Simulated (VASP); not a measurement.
BAs: relaxation of the atoms with PBE

Crystal: BAs.

```xyz
2
Lattice="0.0000 2.3885 2.3407 2.3885 0.0000 2.3407 2.3885 2.3885 0.0000" Properties=species:S:1:pos:R:3 pbc="T T T"
B     0.0000    0.0000    0.0000
As    1.1943    1.1943    1.1704
```

This cell differs from its parent crystal: z stretched by -2 %.

```yaml
Program: VASP 6.6.1
Task: relaxation of the atoms
Functional: PBE
Potentials_or_basis: VASP PAW PBE potentials, release 64 (B, As)
Cutoff: 520 eV
k_mesh: 16 × 16 × 16
Occupations: fermi-dirac, width 0.02 eV
Spin: no spin polarisation
Dipole_correction: no
Further_INCAR_settings: ALGO = Normal; EDIFF = 1e-06; IBRION = 2; EDIFFG = -0.02; NSW = 80
```

The pressure after relaxing is 6.5 GPa and the band gap on the k mesh is 0.86 eV (least direct gap 3.09 eV).

Stress tensor (GPa, compression positive):
```
5.12 0.00 0.00
0.00 5.12 0.00
0.00 0.00 9.23
```

Final structure:
```
B As
1.0
     0.00000    2.38850    2.34073
     2.38850    0.00000    2.34073
     2.38850    2.38850    0.00000
B As
1 1
Direct
  0.00000 0.00000 0.00000
  0.25000 0.25000 0.25000
```

Levels at points of the mesh, in eV from the valence-band top:
```csv
k point,band 2,band 3,band 4,band 5,band 6,band 7
"(0.00, 0.00, 0.00)",-0.19,-0.19,0.00,3.09,3.22,3.22
"(0.50, 0.00, 0.00)",-9.07,-2.11,-1.87,2.66,4.59,4.79
"(0.50, 0.50, 0.00)",-8.66,-4.42,-4.42,1.12,1.12,11.44
"(0.50, 0.00, 0.50)",-8.83,-4.24,-4.21,1.35,1.38,11.26
```

Wall time 72 s on 1 thread of Intel(R) Xeon(R) Platinum 8259CL CPU @ 2.50GHz (Skylake/Cascade Lake), on a shared host, peak memory 0.23 GiB.

Caveat: the cell differs from its parent crystal (z stretched by -2 %); the relaxation stopped at its first step, so nothing moved. A k mesh can miss the band edges.
